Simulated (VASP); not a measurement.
Set up this calculation in VASP 6.6.1, as the native input.

```
Task                   : relaxation of cell and atoms
Functional             : PBE
Potentials or basis    : VASP PAW PBE potentials, release 64 (Hg, H, Pb_d)
Cutoff                 : 600 eV
k mesh                 : 10 × 10 × 8
Occupations            : gaussian, width 0.1 eV
Spin                   : no spin polarisation
Dipole correction      : no
Further INCAR settings : ALGO = Normal; EDIFF = 1e-06; IBRION = 2; EDIFFG = -0.01; NSW = 100; ISIF = 3
```

The structure of HgH3Pb lies in POSCAR:

```
HgH3Pb
1.0
    4.1151173018      0.0000000000      0.0000000000
    0.0000000000      4.1151173018      0.0000000000
    0.0000000000      0.0000000000      4.4940208724
Hg H Pb
1 3 1
Direct
    0.5000000000      0.5000000000      0.5838678908
    0.5000000000      0.5000000000      0.9759951714
    0.0000000000      0.5000000000      0.3808729505
    0.5000000000      0.0000000000      0.3808729505
    0.0000000000      0.0000000000      0.1383910368
```

These files were run (other wordings do the same):

INCAR

```
SYSTEM = HgH3Pb
PREC = Accurate
ENCUT = 600
EDIFF = 1E-6
ISMEAR = 0
SIGMA = 0.1
LREAL = .FALSE.
LASPH = .TRUE.
NELM = 100
ALGO = Normal
ISIF = 3
LWAVE = .FALSE.
LCHARG = .FALSE.
GGA = PE
IBRION = 2
NSW = 100
EDIFFG = -0.01
```

KPOINTS

```
Automatic mesh
0
G
  10 10 8
  0 0 0
```

Potentials or basis: VASP PAW PBE potentials, release 64 (Hg, H, Pb_d).

Command:

```console
$ cat potpaw_PBE.64/Hg/POTCAR potpaw_PBE.64/H/POTCAR potpaw_PBE.64/Pb_d/POTCAR > POTCAR
$ mpirun -np 1 vasp_std > vasp.out
```

It gave:

```
Relaxed volume                        : 15.64 Å³/atom
Relaxed cell                          : a = 4.081 Å, b = 4.081 Å, c = 4.695 Å, α = 90.00°, β = 90.00°, γ = 90.00°
Space group after relaxing (to 0.1 Å) : P4mm (No. 99)
Energy gained by relaxing             : 1.8 meV/atom
Ionic steps                           : 35
Pressure after relaxing               : 0.0 GPa
Largest force after relaxing          : 0.007 eV/Å
```

Caveat: the highest band is partly filled, so the run has too few bands.

It took 49 min on 1 thread of Intel Xeon 8259CL, on a shared host, peak memory 0.39 GiB.
